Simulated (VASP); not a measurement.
A run of VASP 6.6.1:

The input INCAR:

```
SYSTEM = Hg
ALGO = Fast
EDIFF = 1E-7
ENCUT = 520
GGA = PE
ISIF = 2
ISMEAR = 0
IVDW = 12
LASPH = .True.
LCHARG = .True.
LELF = .True.
LREAL = .False.
LVHAR = .True.
LWAVE = .False.
NBANDS = 12
NELM = 100
PREC = Accurate
SIGMA = 0.1
```

KPOINTS

```
k-points
0
Gamma
  16 16 16
  0 0 0
```

Contents of POSCAR:

```
Hg
1.0
    0.0000000000      2.2934692975      2.2934692975
    2.2934692975      0.0000000000      2.2934692975
    2.2934692975      2.2934692975      0.0000000000
Hg
1
Direct
    0.0000000000      0.0000000000      0.0000000000
```

Potentials or basis: VASP PAW PBE potentials, release 64 (Hg).

Command:

```bash
$ cat potpaw_PBE.64/Hg/POTCAR > POTCAR
$ mpirun -np 1 vasp_std > vasp.out
```

Hardware: 1 thread of Intel(R) Xeon(R) 6975P-C (Granite Rapids) (shared host).

Problem. Estimate the wall time of this run.

Solution. Run time: 11 s on 1 thread of Intel(R) Xeon(R) 6975P-C (Granite Rapids) (shared host), peak memory 0.17 GiB. Counts: scf iterations 12, k points 145.
